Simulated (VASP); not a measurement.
A run of VASP 6.6.1 is set up as follows.

Contents of INCAR:

```
SYSTEM = GeW4
ALGO = Fast
EDIFF = 1E-6
ENCUT = 520
GGA = PE
ISIF = 2
ISMEAR = 0
LASPH = .TRUE.
LCHARG = .TRUE.
LELF = .TRUE.
LREAL = .FALSE.
LVHAR = .TRUE.
LWAVE = .FALSE.
NBANDS = 43
NELM = 80
PREC = Accurate
SIGMA = 0.1
```

Contents of KPOINTS:

```
k-points
0
G
  10 10 10
  0 0 0
```

File POSCAR:

```
GeW4
1.0
   -2.8640786458      2.8640786458      2.8640786458
    2.8640786458     -2.8640786458      2.8640786458
    2.8640786458      2.8640786458     -2.8640786458
Ge W
1 4
Direct
    0.0000000000      0.0000000000      0.0000000000
    0.5000000000      0.5000000000      0.5000000000
    0.5000000000      0.0000000000      0.0000000000
    0.0000000000      0.0000000000      0.5000000000
    0.0000000000      0.5000000000      0.0000000000
```

Potentials or basis: VASP PAW PBE potentials, release 64 (Ge_d, W_sv).

Launch:

```bash
$ cat potpaw_PBE.64/Ge_d/POTCAR potpaw_PBE.64/W_sv/POTCAR > POTCAR
$ mpirun -np 1 vasp_std > vasp.out
```

(1) What does it give for the band gap on the k mesh?

(2) What does it give for the pressure?

## Answers

(1) zero (bands 35 and 36 overlap by 1.06 eV).

(2) 0.3 GPa.

Caveat: spin-orbit coupling is left out, which moves the levels of the heavy elements.
